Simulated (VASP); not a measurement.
# Sr: single point with PBE

The system is Sr.

```xyz
1
Lattice="-1.7976 1.7976 1.7976 1.7976 -1.7976 1.7976 1.7976 1.7976 -1.7976" Properties=species:S:1:pos:R:3 pbc="T T T"
Sr    0.0000    0.0000    0.0000
```

This cell differs from its parent crystal: volume scaled by 0.43.

```yaml
Program: VASP 6.6.1
Task: single point
Functional: PBE
Potentials_or_basis: VASP PAW PBE potentials, release 64 (Sr_sv)
Cutoff: 520 eV
k_mesh: 11 × 11 × 11
Occupations: fermi-dirac, width 0.05 eV
Spin: no spin polarisation
```

```yaml
Pressure: 36.0 GPa
Band_gap_on_the_k_mesh: zero (band 5 reaches 6.53 eV, above the bottom of band 6 at 3.65 eV)
```

Levels at points of the mesh, in eV from the Fermi level:
| k point | band 1 | band 2 | band 3 | band 4 | band 5 | band 6 | band 7 | band 8 | band 9 | band 10 |
| --- | --- | --- | --- | --- | --- | --- | --- | --- | --- | --- |
| (0.00, 0.00, 0.00) | -35.71 | -16.41 | -16.41 | -16.41 | -3.75 | 3.45 | 3.45 | 3.45 | 6.23 | 6.23 |

Run time: 13 s on 1 thread of AMD EPYC 7R43 64-Core Processor (Zen 3), with other jobs on the host, peak memory 0.11 GiB.
